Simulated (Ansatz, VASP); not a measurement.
One calculation of RhCl4, two programs

```
Rh Cl
1.0
     5.83143    0.00000    0.00000
     0.00000    5.83143    0.00000
     0.00000    0.00000    4.90930
Rh Cl
1 4
Direct
  0.00000 0.00000 0.50000
  0.25459 0.25459 0.35728
  0.74541 0.74541 0.35728
  0.25459 0.74541 0.64272
  0.74541 0.25459 0.64272
```

Alike in both runs: functional PBE; k mesh 6 × 6 × 6; occupations gaussian, width 0.1 eV; no spin polarisation.

Ansatz relaxed the structure, and its values are those at the end. VASP's run is a single point on that final structure, the one shown.

|  | VASP | Ansatz |
| --- | --- | --- |
| version | VASP 6.6.1 | Ansatz 0.2.0 |
| potentials or method | VASP PAW PBE potentials, release 64 (Rh_pv, Cl), cutoff 520 eV | scalar-relativistic, plane waves, PAW |
| valence electrons in the cell | 43 | 45 |

```csv
,VASP,Ansatz,Ansatz less VASP
gap on the k mesh at the Fermi level (eV),none,none,-
pressure (GPa),-0.1,0.0,+0.16
rms of the force components (eV/Å),0.024,0.004,-0.0204
```

A gap of «none» marks a metal or a gap that the smearing closes. VASP's potentials hold 43 valence electrons a cell and Ansatz's 45, so a difference there can come from the potentials and not from the codes.
